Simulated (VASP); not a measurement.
# Mg (Im-3m) in VASP: further runs

Mg is run at these levels: PBE; tasks: single point.

Program: VASP 6.6.1. These are calculated values, not measurements. Logs are shortened: lines on timing, memory, paths and dates and some standing lists are left out, and cuts for length are marked.

## Step 1: The cell of the first run

Symmetry: Im-3m, No. 229, cubic system. Conventional cell: a = 3.013 Å, b = 3.013 Å, c = 3.013 Å, α = 90.00°, β = 90.00°, γ = 90.00°. Mg (site symmetry m-3m) has 14 Mg at 2.61 to 3.01 Å within 3.4 Å.

This isn't the form of Mg at room conditions, which is hcp.

## Step 2: Single point, PBE

File INCAR:

```
SYSTEM = Mg
PREC = Accurate
ENCUT = 520
EDIFF = 1E-7
ISMEAR = -1
SIGMA = 0.1
LREAL = .FALSE.
LASPH = .TRUE.
NELM = 80
ALGO = Normal
ISIF = 2
LWAVE = .FALSE.
LCHARG = .FALSE.
GGA = PE
NBANDS = 7
```

File KPOINTS:

```
Automatic mesh
0
G
  18 18 18
  0 0 0
```

File POSCAR:

```
Mg
1.0
   -1.5064139543      1.5064139543      1.5064139543
    1.5064139543     -1.5064139543      1.5064139543
    1.5064139543      1.5064139543     -1.5064139543
Mg
1
Direct
    0.0000000000      0.0000000000      0.0000000000
```

Potentials or basis: VASP PAW PBE potentials, release 64 (Mg).

Run with:

```
$ cat potpaw_PBE.64/Mg/POTCAR > POTCAR
$ mpirun -np 1 vasp_std > vasp.out
```

OUTCAR:

```text
SYSTEM = Mg
   PREC = Accurate
   ENCUT = 520
   EDIFF = 1E-7
   ISMEAR = -1
   LREAL = .FALSE.
   LASPH = .TRUE.
   NELM = 80
   ISIF = 2
   GGA = PE

 ion  position               nearest neighbor table
   1  0.000  0.000  0.000-

  LATTYP: Found a body centered cubic cell.
 ALAT       =     3.0128279086

  Lattice vectors:

 A1 = (  -1.5064139543,   1.5064139543,   1.5064139543)
 A2 = (   1.5064139543,  -1.5064139543,   1.5064139543)
 A3 = (   1.5064139543,   1.5064139543,  -1.5064139543)

Analysis of symmetry for initial positions (statically):
=====================================================================
 Subroutine PRICEL returns:
 Original cell was already a primitive cell.

 Routine SETGRP: Setting up the symmetry group for a
 body centered cubic supercell.

 Subroutine GETGRP returns: Found 48 space group operations
 (whereof 48 operations were pure point group operations)
 out of a pool of 48 trial point group operations.

The static configuration has the point symmetry O_h .

Analysis of symmetry for dynamics (positions and initial velocities):
=====================================================================
 Subroutine PRICEL returns:
 Original cell was already a primitive cell.

 Routine SETGRP: Setting up the symmetry group for a
 body centered cubic supercell.

 Subroutine GETGRP returns: Found 48 space group operations
 (whereof 48 operations were pure point group operations)
 out of a pool of 48 trial point group operations.

The dynamic configuration has the point symmetry O_h .

 Subroutine INISYM returns: Found 48 space group operations
 (whereof 48 operations are pure point group operations),
 and found     1 'primitive' translations

----------------------------------------------------------------------------------------

                                     Primitive cell

  volume of cell :      13.6739

  direct lattice vectors                    reciprocal lattice vectors
    -1.506413954  1.506413954  1.506413954     0.000000000  0.331914079  0.331914079
     1.506413954 -1.506413954  1.506413954     0.331914079  0.000000000  0.331914079
     1.506413954  1.506413954 -1.506413954     0.331914079  0.331914079  0.000000000

  length of vectors
     2.609185506  2.609185506  2.609185506     0.469397392  0.469397392  0.469397392

  position of ions in fractional coordinates (direct lattice)
     0.000000000  0.000000000  0.000000000

  ion indices of the primitive-cell ions
   primitive index   ion index
                 1           1

----------------------------------------------------------------------------------------

 KPOINTS: Automatic mesh

Automatic generation of k-mesh.
 Grid dimensions read from file:
 generate k-points for:   18   18   18

 Generating k-lattice:

  Cartesian coordinates                     Fractional coordinates (reciprocal lattice)
     0.000000000  0.018439671  0.018439671     0.055555556  0.000000000  0.000000000
     0.018439671  0.000000000  0.018439671     0.000000000  0.055555556  0.000000000
     0.018439671  0.018439671  0.000000000     0.000000000  0.000000000  0.055555556

  Length of vectors
     0.026077633  0.026077633  0.026077633

  Shift w.r.t. Gamma in fractional coordinates (k-lattice)
     0.000000000  0.000000000  0.000000000

 Subroutine IBZKPT returns following result:
 ===========================================

 Found    195 irreducible k-points:

 Following reciprocal coordinates:
            Coordinates               Weight
  0.000000  0.000000  0.000000      1.000000
  0.055556  0.000000  0.000000     12.000000
  0.111111  0.000000  0.000000     12.000000
  0.166667  0.000000  0.000000     12.000000
  0.222222  0.000000  0.000000     12.000000
  0.277778  0.000000  0.000000     12.000000
[... 16 lines left out ...]
  0.333333  0.111111  0.000000     48.000000
  0.388889  0.111111  0.000000     48.000000
 [... further k-points ...]
   k-points           NKPTS =    195   k-points in BZ     NKDIM =    195   number of bands    NBANDS=      7
   number of dos      NEDOS =    301   number of ions     NIONS =      1
   total plane-waves  NPLWV =   8000
   dimension x,y,z NGX =    20 NGY =   20 NGZ =   20
   dimension x,y,z NGXF=    40 NGYF=   40 NGZF=   40
   ions per type =               1
   NGX,Y,Z   is equivalent  to a cutoff of  12.74, 12.74, 12.74 a.u.
   NGXF,Y,Z  is equivalent  to a cutoff of  25.49, 25.49, 25.49 a.u.
 SYSTEM =  Mg
   PREC   = accura    normal or accurate (medium, high low for compatibility)
   ISTART =      0    job   : 0-new  1-cont  2-samecut
   ICHARG =      2    charge: 1-file 2-atom 10-const
   ISPIN  =      1    spin polarized calculation?
   LNONCOLLINEAR =      F non collinear calculations
   LSORBIT =      F    spin-orbit coupling
   LASPH  =      T    aspherical Exc in radial PAW
   ENCUT  =  520.0 eV  38.22 Ry    6.18 a.u.   4.85  4.85  4.85*2*pi/ulx,y,z
   NELM   =     80;   NELMIN=  2; NELMDL= -5     # of ELM steps
   EDIFF  = 0.1E-06   stopping-criterion for ELM
   LREAL  =      F    real-space projection
   EDIFFG = 0.1E-05   stopping-criterion for IOM
   NSW    =      0    number of steps for IOM
   IBRION =     -1    ionic relax: 0-MD 1-quasi-New 2-CG
   NFREE  =      0    steps in history (QN), initial steepest desc. (CG)
   ISIF   =      2    stress and relaxation
   ISYM   =      2    0-nonsym 1-usesym 2-fastsym
   POTIM  = 0.5000    time-step for ionic-motion
   TEBEG  =    0.0;   TEEND  =   0.0 temperature during run
   PSTRESS=    0.0 pullay stress
   NELECT =       2.0000    total number of electrons
   NUPDOWN=      -1.0000    fix difference up-down
   EMIN   =  10.00;   EMAX   =-10.00  energy-range for DOS
   EFERMI =   0.00;   METHOD = LEGACY
   ISMEAR =    -1;   SIGMA  =   0.10  broadening in eV -4-tet -1-fermi 0-gaus
   EFERMI_NEDOS =   21; number of points for ismear=-14 and -15
   IALGO  =     38    algorithm
   IMIX   =      4    mixing-type and parameters
     AMIX     =   0.40;   BMIX     =  1.00
     AMIX_MAG =   1.60;   BMIX_MAG =  1.00
  volume/ion in A,a.u.               =      13.67        92.28
  Fermi-wavevector in a.u.,A,eV,Ry     =   0.862556  1.629994 10.122767  0.744002
  Thomas-Fermi vector in A             =   1.980375
   LORBIT       =      0    0 simple, 1 ext, 2 COOP (PROOUT), +10 PAW based schemes
   GGA     = PE    functional components
   LHFCALC =     F    Hartree Fock is set to
   AEXX    =    0.0000 exact exchange contribution
   IVDW    =     0    specifies the selected vdW correction
   LEPSILON=     F    determine dielectric tensor
   LRPA    =     F    only Hartree local field effects (RPA)
 non-spin polarized calculation
  energy-cutoff  :      520.00
  volume of cell :       13.67
 maximum number of plane-waves:       382
   NGX =  9   NGY =  9   NGZ =  9

 number of electron       2.0000000 magnetization

 Free energy of the ion-electron system (eV)
  ---------------------------------------------------
  ext. energy  EPLUGINS =         0.00000000
  ---------------------------------------------------
  free energy    TOTEN  =        -0.53693134 eV

  energy without entropy =       -0.52619211  energy(sigma->0) =       -0.53156172

 E-fermi :   6.0607     XC(G=0): -10.2648

 val. band max:        5.9974619209   @ k =   0.5000   0.5000   0.1667
 cond. band min:       6.0826733967   @ k =  -0.3889   0.5000   0.2778
 fundamental gap:      0.0852114758
 Fermi energy:         6.0606674889

 k-point     1 :       0.0000    0.0000    0.0000
  band No.  band energies     occupation
      1      -3.4399      2.00000
      2      23.0155      0.00000
      3      23.0155      0.00000
      4      23.0155      0.00000
      5      25.6552      0.00000
      6      25.6552      0.00000
      7      27.3421      0.00000

 k-point     2 :       0.0556    0.0000    0.0000
  band No.  band energies     occupation
      1      -3.3367      2.00000
      2      22.0164      0.00000
      3      22.4384      0.00000
      4      22.8712      0.00000
      5      24.7156      0.00000
      6      24.9473      0.00000
      7      28.0622      0.00000

 k-point     3 :       0.1111    0.0000    0.0000
  band No.  band energies     occupation
      1      -3.0280      2.00000
      2      19.6707      0.00000
      3      21.3112      0.00000
      4      22.5066      0.00000
      5      23.8786      0.00000
      6      24.4293      0.00000
      7      28.9415      0.00000

 k-point     4 :       0.1667    0.0000    0.0000
  band No.  band energies     occupation
      1      -2.5173      2.00000
      2      17.1386      0.00000
      3      20.1566      0.00000
      4      22.0489      0.00000
      5      22.8962      0.00000
      6      24.3324      0.00000
      7      29.3118      0.00000

 k-point     5 :       0.2222    0.0000    0.0000
  band No.  band energies     occupation
      1      -1.8101      2.00000
      2      14.6889      0.00000
      3      19.1231      0.00000
      4      21.5926      0.00000
      5      22.0579      0.00000
      6      24.1461      0.00000
      7      29.5195      0.00000
[... 161 lines left out ...]
 k-point    22 :       0.2778    0.1111    0.0000
  band No.  band energies     occupation
      1       0.4501      2.00000
      2      10.3863      0.00000
      3      15.2188      0.00000
      4      19.9590      0.00000
      5      22.2150      0.00000
      6      25.8206      0.00000
      7      28.6906      0.00000

 k-point    23 :       0.3333    0.1111    0.0000
  band No.  band energies     occupation
      1       1.6814      2.00000
      2       8.4085      0.00000
      3      14.7530      0.00000
      4      19.6096      0.00000
      5      21.8883      0.00000
      6      25.7477      0.00000
      7      29.1701      0.00000

 k-point    24 :       0.3889    0.1111    0.0000
  band No.  band energies     occupation
      1       3.0353      2.00000
      2       6.6069      0.00845
      3      14.4744      0.00000
      4      19.3930      0.00000
      5      21.6830      0.00000
      6      25.6498      0.00000
      7      29.7215      0.00000

 [... further k-points ...]

------------------------ aborting loop because EDIFF is reached ----------------------------------------

  FORCE on cell =-STRESS in cart. coord.  units (eV):
  Direction    XX          YY          ZZ          XY          YZ          ZX
  --------------------------------------------------------------------------------------
  -------------------------------------------------------------------------------------
  Total        4.3141469      4.3141469      4.3141469      0.0000000     -0.0000000      0.0000000
  in kB      505.4899497    505.4899497    505.4899497      0.0000000     -0.0000000      0.0000000
  external PRESSURE =     505.4899497 kB  Pullay stress =       0.0000000 kB

 VOLUME and BASIS-vectors are now :
 -----------------------------------------------------------------------------
  energy-cutoff  :      520.00
  volume of cell :       13.67
      direct lattice vectors                 reciprocal lattice vectors
    -1.506413954  1.506413954  1.506413954     0.000000000  0.331914079  0.331914079
     1.506413954 -1.506413954  1.506413954     0.331914079  0.000000000  0.331914079
     1.506413954  1.506413954 -1.506413954     0.331914079  0.331914079  0.000000000

 POSITION                                       TOTAL-FORCE (eV/Angst)
 -----------------------------------------------------------------------------------
      0.00000      0.00000      0.00000        -0.000000      0.000000     -0.000000
 -----------------------------------------------------------------------------------
    total drift:                                0.000000      0.000000     -0.000000

  FREE ENERGIE OF THE ION-ELECTRON SYSTEM (eV)
  ---------------------------------------------------
  free  energy   TOTEN  =        -0.5369313386 eV

  energy  without entropy=       -0.5261921083  energy(sigma->0) =       -0.53156172
```

Run time: 7.4 s. Hardware: 1 thread of Intel Xeon 6455B, shared host; peak memory 0.13 GiB.

Results:

```yaml
Free_energy: -0.5369 eV
Pressure: 50.5 GPa
Band_gap_on_the_k_mesh: zero (bands 1 and 2 overlap by 4.85 eV)
```

Caveat: the cell stands under pressure.

## Step 3: Single point, PBE

File INCAR:

```
ALGO = Normal ; EDIFF = 1E-6
ENCUT = 520 ; GGA = PE
ISIF = 2 ; ISMEAR = -1
LASPH = T ; LCHARG = F
LREAL = F ; LWAVE = F
NBANDS = 7 ; NELM = 100
PREC = Accurate ; SIGMA = 0.1
```

File KPOINTS:

```
k-points
0
Gamma
  18 18 18
```

File POSCAR:

```
Mg
1.0
   -1.5062103790      1.5062103790      1.5062103790
    1.5062103790     -1.5062103790      1.5062103790
    1.5062103790      1.5062103790     -1.5062103790
Mg
1
Direct
    0.0000000000      0.0000000000      0.0000000000
```

Potentials or basis: VASP PAW PBE potentials, release 64 (Mg).

Run with:

```
$ cat potpaw_PBE.64/Mg/POTCAR > POTCAR
$ mpirun -np 1 vasp_std > vasp.out
```

It took 8.8 s on 1 thread of Intel Xeon 6455B, shared host; peak memory 0.14 GiB.

It converged, with:

```
Free energy            : -0.5352 eV
Pressure               : 50.6 GPa
Band gap on the k mesh : zero (bands 1 and 2 overlap by 4.85 eV)
```

Levels at points of the mesh, in eV from the Fermi level:
```csv
k point,band 1,band 2,band 3,band 4,band 5,band 6
"(0.00, 0.00, 0.00)",-9.50,16.96,16.96,16.96,19.60,19.60
"(0.50, 0.00, 0.00)",-2.25,-0.90,10.63,14.12,14.38,16.76
"(0.50, 0.50, 0.50)",3.95,3.95,5.87,5.87,5.87,14.62
```

Caveat: the cell stands under pressure.
